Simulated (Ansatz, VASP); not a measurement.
**Two plane-wave programs on GaAs**

```
Ga As
1.0
     0.00000    2.69154    2.83320
     2.69154    0.00000    2.83320
     2.69154    2.69154    0.00000
Ga As
1 1
Direct
  0.00000 0.00000 0.00000
  0.75000 0.75000 0.75000
```

Change from the starting cell: strain -0.050 along x and y, +0.000 along z, atoms carried along.

Alike in both runs: task single point; functional r2SCAN; k mesh 8 × 8 × 8; occupations gaussian, width 0.05 eV; no spin polarisation.

|  | VASP | Ansatz |
| --- | --- | --- |
| version | VASP 6.6.1 | Ansatz 0.2.0 |
| potentials or method | VASP PAW PBE potentials, release 64 (Ga_d, As), cutoff 520 eV | scalar-relativistic, plane waves, PAW |
| valence electrons in the cell | 18 | 28 |

```csv
,VASP,Ansatz,Ansatz less VASP
gap on the k mesh at the Fermi level (eV),1.32,1.33,+0.010
least direct gap on the mesh (eV),1.65,1.67,+0.021
pressure (GPa),9.5,9.3,-0.17
"traceless stress, the component that is largest in VASP (GPa)",-2.59,-2.60,-0.009
```

VASP's potentials were made for PBE, not for r2SCAN. VASP's potentials hold 18 valence electrons a cell and Ansatz's 28, so a difference there can come from the potentials and not from the codes.
